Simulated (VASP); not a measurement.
Write the native input for VASP 6.6.1 that does the following.

* Task: single point
* Functional: PBE
* Potentials or basis: VASP PAW PBE potentials, release 64 (Cd, H)
* Cutoff: 520 eV
* k mesh: 8 × 8 × 2
* Occupations: gaussian, width 0.1 eV
* Spin: no spin polarisation
* Dipole correction: no
* Further INCAR settings: ALGO = Normal; EDIFF = 1e-06; NBANDS = 58

The structure of Cd8H lies in POSCAR:

```
Cd8H
1.0
    6.0009031624      0.0000000000      0.0000000000
   -1.5002257906      2.5984672921      0.0000000000
    0.0000000000      0.0000000000     11.8769109110
Cd H
8 1
Direct
    0.5000000000      0.0000000000      0.0000000000
    0.0000000000      0.0000000000      0.0000000000
    0.1666666667      0.6666666667      0.2500000000
    0.6666666667      0.6666666667      0.2500000000
    0.5000000000      0.0000000000      0.5000000000
    0.0000000000      0.0000000000      0.5000000000
    0.3333333333      0.3333333333      0.7500000000
    0.8333333333      0.3333333333      0.7500000000
    0.1666666667      0.6666666667      0.6190476190
```

These files were run (other wordings do the same):

INCAR

```
PREC     = Accurate       # precision mode
ENCUT    = 520            # plane-wave cutoff, eV
EDIFF    = 1E-6           # SCF threshold, eV
ISMEAR   = 0              # smearing method
SIGMA    = 0.1            # smearing width, eV
LREAL    = False          # projectors in reciprocal space
LASPH    = True           # aspherical terms in the spheres
NELM     = 80             # most SCF steps
ALGO     = Normal         # electronic algorithm
ISIF     = 2              # what is computed and relaxed
LWAVE    = False          # write WAVECAR
LCHARG   = True           # write CHGCAR
GGA      = PE             # functional
LELF     = True           # ELF
LVHAR    = True         
NBANDS   = 58             # bands
```

KPOINTS

```
regular mesh
0
Gamma
  8 8 2
```

Potentials or basis: VASP PAW PBE potentials, release 64 (Cd, H).

The run is started by

```bash
$ cat potpaw_PBE.64/Cd/POTCAR potpaw_PBE.64/H/POTCAR > POTCAR
$ mpirun -np 1 vasp_std > vasp.out
```

Results of the run:

```yaml
Pressure: 2.2 GPa
Largest_force: 0.438 eV/Å
Band_gap_on_the_k_mesh: zero (an odd number of electrons rules out a gap without spin polarisation)
```

Wall time 5 min on 1 thread of AMD EPYC 9R45 96-Core Processor (Zen 5), on a shared host, peak memory 0.52 GiB.
